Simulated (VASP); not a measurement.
## Cu12H: single point with PBE+D3(BJ)

The system is Cu12H, a slab with vacuum.

```xyz
13
Lattice="5.0378 0.0000 0.0000 0.0000 5.0378 0.0000 0.0000 0.0000 20.6623" Properties=species:S:1:pos:R:3 pbc="T T T"
Cu    1.2595    1.2595    4.0000
Cu    1.2595    3.7784    4.0000
Cu    3.7784    1.2595    4.0000
Cu    3.7784    3.7784    4.0000
Cu    0.0000    0.0000    5.7811
Cu    0.0000    2.5189    5.7811
Cu    2.5189    0.0000    5.7811
Cu    2.5189    2.5189    5.7811
Cu    1.2595    1.2595    7.5623
Cu    1.2595    3.7784    7.5623
Cu    3.7784    1.2595    7.5623
Cu    3.7784    3.7784    7.5623
H     1.2595    2.5189    9.7623
```

```json
{"Program": "VASP 6.6.1", "Task": "single point", "Functional": "PBE", "Dispersion": "D3(BJ)", "Potentials or basis": "VASP PAW PBE potentials, release 64 (Cu, H)", "Cutoff": "520 eV", "k mesh": "5 × 5 × 1", "Occupations": "gaussian, width 0.1 eV", "Spin": "no spin polarisation"}
```

```
Largest force              : 1.703 eV/Å
Band gap on the k mesh     : zero (an odd number of electrons rules out a gap without spin polarisation)
Dispersion energy per atom : -0.344 eV
```

Forces on the atoms (eV/Å):
```
Cu   0.000  0.039 -0.026
Cu   0.000 -0.039 -0.026
Cu   0.000  0.035 -0.049
Cu   0.000 -0.035 -0.049
Cu   0.097  0.000  0.048
Cu  -0.037  0.000 -0.097
Cu  -0.097  0.000  0.048
Cu   0.037  0.000 -0.097
Cu   0.000  0.374  0.874
Cu   0.000 -0.374  0.874
Cu   0.000 -0.014  0.100
Cu   0.000  0.014  0.100
H    0.000  0.000 -1.703
```

Levels at points of the mesh, in eV from the Fermi level:
| k point | band 65 | band 66 | band 67 | band 68 | band 69 | band 70 |
| --- | --- | --- | --- | --- | --- | --- |
| (0.00, 0.00, 0.00) | -0.12 | -0.11 | -0.04 | -0.02 | 0.04 | 0.32 |

Run time: 15 min on 1 thread of Intel(R) Xeon(R) Platinum 8488C (Sapphire Rapids) (shared host), peak memory 0.7 GiB.
